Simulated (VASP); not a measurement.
# Rh (P6_3/mmc) in VASP: notebook

Rh is run at these levels: RPBE; tasks: single point.

All numbers are computed with VASP 6.6.1; they aren't measurements. Logs are shortened: lines on timing, memory, paths and dates and some standing lists are left out, and cuts for length are marked.

## Step 1: The cell of the first run

Symmetry: P6_3/mmc, No. 194, hexagonal system. The conventional cell has a = 2.730 Å, b = 2.730 Å, c = 8.901 Å, α = 90.00°, β = 90.00°, γ = 120.00°. Within 3.6 Å of Rh (site symmetry -3m) lie 12 Rh at 2.73 Å. Within 3.6 Å of Rh (site symmetry -6m2) lie 12 Rh at 2.73 Å.

This isn't the form of Rh at room conditions, which is fcc.

## Step 2: Single point, RPBE (14.36 Å³/atom)

Input file INCAR:

```
SYSTEM = Rh
ALGO = Normal
EDIFF = 1E-7
ENCUT = 520
GGA = RP
ISIF = 2
ISMEAR = -1
LASPH = .True.
LCHARG = .True.
LELF = .True.
LREAL = .False.
LVHAR = .True.
LWAVE = .False.
NBANDS = 38
NELM = 100
PREC = Accurate
SIGMA = 0.1
```

Input file KPOINTS:

```
k-points
0
Gamma
  15 15 4
  0 0 0
```

Input file POSCAR:

```
Rh
1.0
    2.7296425453      0.0000000000      0.0000000000
   -1.3648212726      2.3639397875      0.0000000000
    0.0000000000      0.0000000000      8.9011786347
Rh
4
Direct
    0.0000000000      1.0000000000      0.0000000000
    0.0000000000      1.0000000000      0.5000000000
    0.3333333333      0.6666666667      0.2500000000
    0.6666666667      0.3333333333      0.7500000000
```

Potentials or basis: VASP PAW PBE potentials, release 64 (Rh_pv).

On the command line:

```bash
$ cat potpaw_PBE.64/Rh_pv/POTCAR > POTCAR
$ mpirun -np 1 vasp_std > vasp.out
```

OUTCAR:

```text
SYSTEM = Rh
   EDIFF = 1E-7
   ENCUT = 520
   GGA = RP
   ISIF = 2
   ISMEAR = -1
   LASPH = .True.
   LREAL = .False.
   NELM = 100
   PREC = Accurate

 ion  position               nearest neighbor table
   1  0.000  0.000  0.000-   3 2.73   4 2.73   3 2.73   4 2.73   4 2.73   3 2.73
   2  0.000  0.000  0.500-   3 2.73   4 2.73   3 2.73   4 2.73   4 2.73   3 2.73
   3  0.333  0.667  0.250-   1 2.73   2 2.73   1 2.73   2 2.73   1 2.73   2 2.73
   4  0.667  0.333  0.750-   1 2.73   2 2.73   1 2.73   2 2.73   1 2.73   2 2.73

  LATTYP: Found a hexagonal cell.
 ALAT       =     2.7296425453
 C/A-ratio  =     3.2609319671

  Lattice vectors:

 A1 = (   2.7296425453,   0.0000000000,   0.0000000000)
 A2 = (  -1.3648212726,   2.3639397875,   0.0000000000)
 A3 = (   0.0000000000,   0.0000000000,   8.9011786347)

Analysis of symmetry for initial positions (statically):
=====================================================================
 Subroutine PRICEL returns:
 Original cell was already a primitive cell.

 Routine SETGRP: Setting up the symmetry group for a
 hexagonal supercell.

 Subroutine GETGRP returns: Found 24 space group operations
 (whereof 12 operations were pure point group operations)
 out of a pool of 24 trial point group operations.

The static configuration has the point symmetry D_3d.
 The point group associated with its full space group is D_6h.

Analysis of symmetry for dynamics (positions and initial velocities):
=====================================================================
 Subroutine PRICEL returns:
 Original cell was already a primitive cell.

 Routine SETGRP: Setting up the symmetry group for a
 hexagonal supercell.

 Subroutine GETGRP returns: Found 24 space group operations
 (whereof 12 operations were pure point group operations)
 out of a pool of 24 trial point group operations.

The dynamic configuration has the point symmetry D_3d.
 The point group associated with its full space group is D_6h.

 Subroutine INISYM returns: Found 24 space group operations
 (whereof 12 operations are pure point group operations),
 and found     1 'primitive' translations

----------------------------------------------------------------------------------------

                                     Primitive cell

  volume of cell :      57.4367

  direct lattice vectors                    reciprocal lattice vectors
     2.729642545  0.000000000  0.000000000     0.366348334  0.211511309  0.000000000
    -1.364821273  2.363939788  0.000000000     0.000000000  0.423022619  0.000000000
     0.000000000  0.000000000  8.901178635     0.000000000  0.000000000  0.112344673

  length of vectors
     2.729642545  2.729642545  8.901178635     0.423022619  0.423022619  0.112344673

  position of ions in fractional coordinates (direct lattice)
     0.000000000  0.000000000  0.000000000
     0.000000000  0.000000000  0.500000000
     0.333333333  0.666666667  0.250000000
     0.666666667  0.333333333  0.750000000

  ion indices of the primitive-cell ions
   primitive index   ion index
                 1           1
                 2           2
                 3           3
                 4           4

----------------------------------------------------------------------------------------

 KPOINTS: k-points

Automatic generation of k-mesh.
 Grid dimensions read from file:
 generate k-points for:   15   15    4

 Generating k-lattice:

  Cartesian coordinates                     Fractional coordinates (reciprocal lattice)
     0.024423222  0.014100754  0.000000000     0.066666667  0.000000000  0.000000000
     0.000000000  0.028201508  0.000000000     0.000000000  0.066666667  0.000000000
     0.000000000  0.000000000  0.028086168     0.000000000  0.000000000  0.250000000

  Length of vectors
     0.028201508  0.028201508  0.028086168

  Shift w.r.t. Gamma in fractional coordinates (k-lattice)
     0.000000000  0.000000000  0.000000000

 Subroutine IBZKPT returns following result:
 ===========================================

 Found     81 irreducible k-points:

 Following reciprocal coordinates:
            Coordinates               Weight
  0.000000  0.000000  0.000000      1.000000
  0.066667 -0.000000  0.000000      6.000000
  0.133333 -0.000000  0.000000      6.000000
  0.200000 -0.000000  0.000000      6.000000
  0.266667 -0.000000  0.000000      6.000000
  0.333333 -0.000000  0.000000      6.000000
[... 16 lines left out ...]
  0.333333  0.200000  0.000000     12.000000
  0.400000  0.200000  0.000000      6.000000
 [... further k-points ...]
   k-points           NKPTS =     81   k-points in BZ     NKDIM =     81   number of bands    NBANDS=     38
   number of dos      NEDOS =    301   number of ions     NIONS =      4
   total plane-waves  NPLWV =  28000
   dimension x,y,z NGX =    20 NGY =   20 NGZ =   70
   dimension x,y,z NGXF=    40 NGYF=   40 NGZF=  140
   ions per type =               4
   NGX,Y,Z   is equivalent  to a cutoff of  12.18, 12.18, 13.07 a.u.
   NGXF,Y,Z  is equivalent  to a cutoff of  24.36, 24.36, 26.15 a.u.
 SYSTEM =  Rh
   PREC   = accura    normal or accurate (medium, high low for compatibility)
   ISTART =      0    job   : 0-new  1-cont  2-samecut
   ICHARG =      2    charge: 1-file 2-atom 10-const
   ISPIN  =      1    spin polarized calculation?
   LNONCOLLINEAR =      F non collinear calculations
   LSORBIT =      F    spin-orbit coupling
   LASPH  =      T    aspherical Exc in radial PAW
   ENCUT  =  520.0 eV  38.22 Ry    6.18 a.u.   5.08  5.08 16.55*2*pi/ulx,y,z
   NELM   =    100;   NELMIN=  2; NELMDL= -5     # of ELM steps
   EDIFF  = 0.1E-06   stopping-criterion for ELM
   LREAL  =      F    real-space projection
   EDIFFG = 0.1E-05   stopping-criterion for IOM
   NSW    =      0    number of steps for IOM
   IBRION =     -1    ionic relax: 0-MD 1-quasi-New 2-CG
   NFREE  =      0    steps in history (QN), initial steepest desc. (CG)
   ISIF   =      2    stress and relaxation
   ISYM   =      2    0-nonsym 1-usesym 2-fastsym
   POTIM  = 0.5000    time-step for ionic-motion
   TEBEG  =    0.0;   TEEND  =   0.0 temperature during run
   PSTRESS=    0.0 pullay stress
   NELECT =      60.0000    total number of electrons
   NUPDOWN=      -1.0000    fix difference up-down
   EMIN   =  10.00;   EMAX   =-10.00  energy-range for DOS
   EFERMI =   0.00;   METHOD = LEGACY
   ISMEAR =    -1;   SIGMA  =   0.10  broadening in eV -4-tet -1-fermi 0-gaus
   EFERMI_NEDOS =   21; number of points for ismear=-14 and -15
   IALGO  =     38    algorithm
   IMIX   =      4    mixing-type and parameters
     AMIX     =   0.40;   BMIX     =  1.00
     AMIX_MAG =   1.60;   BMIX_MAG =  1.00
  volume/ion in A,a.u.               =      14.36        96.90
  Fermi-wavevector in a.u.,A,eV,Ry     =   1.661098  3.139021 37.541844  2.759248
  Thomas-Fermi vector in A             =   2.748220
   LORBIT       =      0    0 simple, 1 ext, 2 COOP (PROOUT), +10 PAW based schemes
   GGA     = RP    functional components
   LHFCALC =     F    Hartree Fock is set to
   AEXX    =    0.0000 exact exchange contribution
   IVDW    =     0    specifies the selected vdW correction
   LEPSILON=     F    determine dielectric tensor
   LRPA    =     F    only Hartree local field effects (RPA)
 non-spin polarized calculation
  energy-cutoff  :      520.00
  volume of cell :       57.44
 maximum number of plane-waves:      1566
   NGX = 11   NGY = 11   NGZ = 33

 number of electron      59.9999998 magnetization

 Free energy of the ion-electron system (eV)
  ---------------------------------------------------
  ext. energy  EPLUGINS =         0.00000000
  ---------------------------------------------------
  free energy    TOTEN  =       -26.49360990 eV

  energy without entropy =      -26.28678499  energy(sigma->0) =      -26.39019745

 E-fermi :  11.2257     XC(G=0): -13.6514

 val. band max:       11.2201570061   @ k =   0.1333   0.1333   0.0000
 cond. band min:      11.2269966117   @ k =   0.3333   0.2000   0.5000
 fundamental gap:      0.0068396056
 Fermi energy:        11.2257014280

 k-point     1 :       0.0000    0.0000    0.0000
  band No.  band energies     occupation
      1     -35.7158      2.00000
      2     -35.4062      2.00000
      3     -35.4050      2.00000
      4     -35.1754      2.00000
      5     -35.1754      2.00000
      6     -35.1386      2.00000
[... 30 lines left out ...]
     37      19.4467      0.00000
     38      25.5264      0.00000

 k-point     2 :       0.0667   -0.0000    0.0000
  band No.  band energies     occupation
      1     -35.7070      2.00000
      2     -35.4089      2.00000
      3     -35.4073      2.00000
      4     -35.1959      2.00000
      5     -35.1820      2.00000
      6     -35.1543      2.00000
[... 30 lines left out ...]
     37      19.4263      0.00000
     38      25.6784      0.00000

 k-point     3 :       0.1333   -0.0000    0.0000
  band No.  band energies     occupation
      1     -35.6814      2.00000
      2     -35.4210      2.00000
      3     -35.4176      2.00000
      4     -35.2525      2.00000
      5     -35.2004      2.00000
      6     -35.1974      2.00000
[... 30 lines left out ...]
     37      19.3771      0.00000
     38      26.0391      0.00000

 k-point     4 :       0.2000   -0.0000    0.0000
  band No.  band energies     occupation
      1     -35.6420      2.00000
      2     -35.4559      2.00000
      3     -35.4462      2.00000
      4     -35.3326      2.00000
      5     -35.2704      2.00000
      6     -35.2269      2.00000
[... 30 lines left out ...]
     37      19.3348      0.00000
     38      25.9106      0.00000
[... 703 lines left out ...]
      4     -35.5086      2.00000
      5     -35.4795      2.00000
      6     -35.3846      2.00000
[... 30 lines left out ...]
     37      20.8886      0.00000
     38      20.9862      0.00000

 k-point    23 :       0.3333    0.2000    0.0000
  band No.  band energies     occupation
      1     -35.6434      2.00000
      2     -35.6175      2.00000
      3     -35.5561      2.00000
      4     -35.5321      2.00000
      5     -35.4401      2.00000
      6     -35.4069      2.00000
[... 30 lines left out ...]
     37      20.8107      0.00000
     38      20.8870      0.00000

 k-point    24 :       0.4000    0.2000    0.0000
  band No.  band energies     occupation
      1     -35.6537      2.00000
      2     -35.6256      2.00000
      3     -35.5631      2.00000
      4     -35.5417      2.00000
      5     -35.4232      2.00000
      6     -35.4098      2.00000
[... 30 lines left out ...]
     37      20.1942      0.00000
     38      20.2046      0.00000

 [... further k-points ...]

------------------------ aborting loop because EDIFF is reached ----------------------------------------

  FORCE on cell =-STRESS in cart. coord.  units (eV):
  Direction    XX          YY          ZZ          XY          YZ          ZX
  --------------------------------------------------------------------------------------
  -------------------------------------------------------------------------------------
  Total        0.0522263      0.0522263      0.0445258      0.0000000      0.0000000      0.0000000
  in kB        1.4568346      1.4568346      1.2420327      0.0000000      0.0000000      0.0000000
  external PRESSURE =       1.3852339 kB  Pullay stress =       0.0000000 kB

 VOLUME and BASIS-vectors are now :
 -----------------------------------------------------------------------------
  energy-cutoff  :      520.00
  volume of cell :       57.44
      direct lattice vectors                 reciprocal lattice vectors
     2.729642545  0.000000000  0.000000000     0.366348334  0.211511309  0.000000000
    -1.364821273  2.363939788  0.000000000     0.000000000  0.423022619  0.000000000
     0.000000000  0.000000000  8.901178635     0.000000000  0.000000000  0.112344673

 POSITION                                       TOTAL-FORCE (eV/Angst)
 -----------------------------------------------------------------------------------
      0.00000      0.00000      0.00000         0.000000      0.000000      0.000000
      0.00000      0.00000      4.45059         0.000000      0.000000      0.000000
     -0.00000      1.57596      2.22529         0.000000     -0.000000     -0.000000
      1.36482      0.78798      6.67588        -0.000000      0.000000      0.000000
 -----------------------------------------------------------------------------------
    total drift:                                0.000000     -0.000000      0.000000

  FREE ENERGIE OF THE ION-ELECTRON SYSTEM (eV)
  ---------------------------------------------------
  free  energy   TOTEN  =       -26.4936099037 eV

  energy  without entropy=      -26.2867849890  energy(sigma->0) =      -26.39019745
```

Wall time 73 s (1 thread of Intel Xeon 6975P-C (Granite Rapids), shared host); peak memory 0.25 GiB.

What came out:

```yaml
Free_energy: -26.4936 eV
Pressure: 0.1 GPa
Band_gap_on_the_k_mesh: zero (bands 30 and 31 overlap by 1.75 eV)
```

Caveat: the PAW data sets were made with another functional, which shifts forces and pressure a little.

## Step 3: Single point, RPBE (14.93 Å³/atom)

This run uses another cell than the first one, of 14.93 Å³/atom.

Input file INCAR:

```
ALGO = Normal ; EDIFF = 1E-6
ENCUT = 520 ; GGA = RP
ISIF = 2 ; ISMEAR = -1
LASPH = T ; LCHARG = F
LREAL = F ; LWAVE = F
NBANDS = 38 ; NELM = 100
PREC = Accurate ; SIGMA = 0.1
```

Input file KPOINTS:

```
k-points
0
Gamma
  15 15 4
```

Input file POSCAR:

```
Rh
1.0
    2.7655630138      0.0000000000      0.0000000000
   -1.3827815069      2.3950478257      0.0000000000
    0.0000000000      0.0000000000      9.0183128388
Rh
4
Direct
    0.0000000000      1.0000000000      0.0000000000
    0.0000000000      1.0000000000      0.5000000000
    0.3333333333      0.6666666667      0.2500000000
    0.6666666667      0.3333333333      0.7500000000
```

Potentials or basis: VASP PAW PBE potentials, release 64 (Rh_pv).

On the command line:

```bash
$ cat potpaw_PBE.64/Rh_pv/POTCAR > POTCAR
$ mpirun -np 1 vasp_std > vasp.out
```

Run time: 71 s. Hardware: 1 thread of Intel Xeon 6975P-C (Granite Rapids), shared host; peak memory 0.27 GiB.

The run converged. Its results:

- Free energy: -26.4351 eV
- Pressure: -8.2 GPa
- Band gap on the k mesh: zero (bands 30 and 31 overlap by 1.65 eV)

Stress tensor (GPa, compression positive):
```
-8.13  0.00  0.00
 0.00 -8.13  0.00
 0.00  0.00 -8.23
```

Levels at points of the mesh, in eV from the Fermi level:
```tsv
k point	band 26	band 27	band 28	band 29	band 30	band 31	band 32	band 33	band 34	band 35
(0.00, 0.00, 0.00)	-2.30	-2.30	-1.27	-1.27	-0.74	-0.74	-0.31	-0.31	0.37	0.37
(0.00, 0.00, 0.50)	-2.50	-1.00	-1.00	-1.00	-1.00	-0.91	-0.91	0.07	0.07	0.07
```

Caveat: the cell stands under tension; the PAW data sets were made with another functional, which shifts forces and pressure a little.
